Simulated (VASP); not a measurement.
Crystal: Mo2Se5.

```
Mo Se
1.0
     3.35594    0.00000    0.00000
    -1.67797    2.90633    0.00000
     0.00000    0.00000   15.56673
Mo Se
2 5
Direct
  0.66667 0.33333 0.71230
  0.33333 0.66667 0.28770
  0.33333 0.66667 0.60390
  0.33333 0.66667 0.82070
  0.66667 0.33333 0.39610
  0.66667 0.33333 0.17930
  0.00000 0.00000 0.00000
```

```yaml
Program: VASP 6.6.1
Task: relaxation of cell and atoms
Functional: PBE
Potentials_or_basis: VASP PAW PBE potentials, release 64 (Mo_sv, Se)
Cutoff: 600 eV
k_mesh: 4 × 4 × 1
Occupations: gaussian, width 0.15 eV
Spin: collinear spin
Starting_moments: "[1.0, 1.0, 0.0, 0.0, 0.0, 0.0, 0.0] μB"
```

At the start: pressure -4.1 GPa; volume 21.69 Å³/atom.

**Question.** Where does the relaxation end?

**Answer.** Over 13 steps the energy falls by 24.4 meV/atom and the volume is 22.13 Å³/atom (+2.0 %); space group P-3m1 (No. 164, to 0.1 Å) before and after; moment 0.00 μB per cell.

The path:
| step | energy change (eV) | largest force (eV/Å) | pressure (GPa) | volume (Å³) |
| --- | --- | --- | --- | --- |
| 1 | 0.0000 | 0.5975 | -4.05 | 151.83 |
| 2 | 0.0313 | 0.9032 | 6.56 | 140.07 |
| 3 | -0.0981 | 0.1167 | 0.42 | 146.15 |
| 4 | -0.1253 | 0.1577 | 0.35 | 145.96 |
| 5 | -0.1267 | 0.2406 | 0.35 | 145.90 |
| 6 | -0.1352 | 0.2010 | 0.19 | 146.76 |
| 7 | -0.1433 | 0.3538 | -0.11 | 148.66 |
| 8 | -0.1478 | 0.3116 | -0.04 | 149.00 |
| 9 | -0.1582 | 0.1796 | 0.16 | 150.03 |
| 10 | -0.1648 | 0.1770 | 0.65 | 152.07 |
| 11 | -0.1682 | 0.1397 | 0.10 | 153.77 |
| 12 | -0.1687 | 0.1584 | -0.18 | 154.69 |
| 13 | -0.1705 | 0.0418 | -0.16 | 154.94 |

Final structure:
```
Mo Se
1.0
     3.27656    0.00000    0.00000
    -1.63828    2.83758    0.00000
     0.00000    0.00000   16.66468
Mo Se
2 5
Direct
  0.66667 0.33333 0.71218
  0.33333 0.66667 0.28782
  0.33333 0.66667 0.61079
  0.33333 0.66667 0.81327
  0.66667 0.33333 0.38921
  0.66667 0.33333 0.18673
  0.00000 0.00000 0.00000
```

Caveat: the k points lie up to 0.55 Å⁻¹ apart in the final cell, too coarse for converged energies and pressures of a metal; this functional lacks dispersion, which binds layers or chains, so the pressure and a relaxed spacing across them are unreliable; the relaxation stopped at a loose force limit of 0.08 eV/Å, so its end isn't a converged minimum.
